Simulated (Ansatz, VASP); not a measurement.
## HfC in VASP and in Ansatz

```xyz
2
Lattice="0.0000 2.3715 2.3250 2.3715 0.0000 2.3250 2.3715 2.3715 0.0000" Properties=species:S:1:pos:R:3 pbc="T T T"
Hf    2.3715    2.3715    2.3250
C     0.0000    0.0000    0.0000
```

Change from the starting cell: equal xx and yy strain of +2 %, PAW files.

Alike in both runs: task electric field gradients; functional LDA; k mesh 12 × 12 × 12; occupations fermi-dirac, width 0.05 eV; no spin polarisation.

```csv
,VASP,Ansatz
version,VASP 6.6.1,Ansatz 0.2.0
potentials or method,"VASP PAW LDA potentials, release 64 (Hf_pv, C)","PAW with Ansatz's default frozen-core files, scalar-relativistic"
plane-wave cutoff (eV),520,420
valence electrons in the cell,14,30
```

```tsv
	VASP	Ansatz	Ansatz less VASP
pressure (GPa)	-19.4	-19.5	-0.11
traceless stress, the component that is largest in VASP (GPa)	4.29	4.20	-0.087
size of Vzz on the site where it differs most (V/Å²)	63.3	74.3	+11.02
```

LDA's correlation is that of Perdew and Zunger in VASP and of Perdew and Wang (1992) in Ansatz. VASP's potentials hold 14 valence electrons a cell and Ansatz's 30, so a difference there can come from the potentials and not from the codes.

Spin-orbit coupling is off throughout.
